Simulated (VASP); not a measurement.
SiC:

```xyz
4
Lattice="3.0760 0.0000 0.0000 -1.5380 2.6639 0.0000 0.0000 0.0000 5.0480" Properties=species:S:1:pos:R:3 pbc="T T T"
Si    1.5380    0.8880    2.5240
Si    0.0000    1.7759    0.0000
C     1.5380    0.8880    4.4675
C     0.0000    1.7759    1.9435
```

- Program: VASP 6.6.1
- Task: relaxation of cell and atoms
- Functional: PBE-based screened hybrid with 25 % exact exchange
- Potentials or basis: VASP PAW PBE potentials, release 64 (Si, C)
- Cutoff: 600 eV
- k mesh: 5 × 5 × 3
- Occupations: fermi-dirac, width 0.05 eV
- Spin: no spin polarisation

At the start: pressure -1.2 GPa; volume 10.34 Å³/atom.

Problem. Where does the relaxation end?

Solution. Over 8 steps the energy falls by 9.1 meV/atom and the volume is 10.28 Å³/atom (-0.6 %); space group P6_3mc (No. 186, to 0.1 Å) before and after.

The path:
| step | energy change (eV) | largest force (eV/Å) | pressure (GPa) | volume (Å³) |
| --- | --- | --- | --- | --- |
| 1 | 0.0000 | 0.7576 | -1.17 | 41.36 |
| 2 | 0.0004 | 0.7633 | 1.39 | 40.91 |
| 3 | -0.0340 | 0.0634 | -0.14 | 41.13 |
| 4 | -0.0362 | 0.0074 | 0.26 | 41.06 |
| 5 | -0.0363 | 0.0070 | 0.18 | 41.08 |
| 6 | -0.0363 | 0.0088 | 0.18 | 41.08 |
| 7 | -0.0363 | 0.0074 | -0.14 | 41.13 |
| 8 | -0.0363 | 0.0000 | 0.00 | 41.11 |

Final structure:
```
Si C
1.0
     3.07090    0.00000    0.00000
    -1.53545    2.65948    0.00000
     0.00000    0.00000    5.03316
Si C
2 2
Direct
  0.66667 0.33333 0.50438
  0.33333 0.66667 0.00438
  0.66667 0.33333 0.88062
  0.33333 0.66667 0.38062
```

Caveat: the k points lie up to 0.47 Å⁻¹ apart in the final cell; the PAW data sets were made with another functional, which shifts forces and pressure a little.
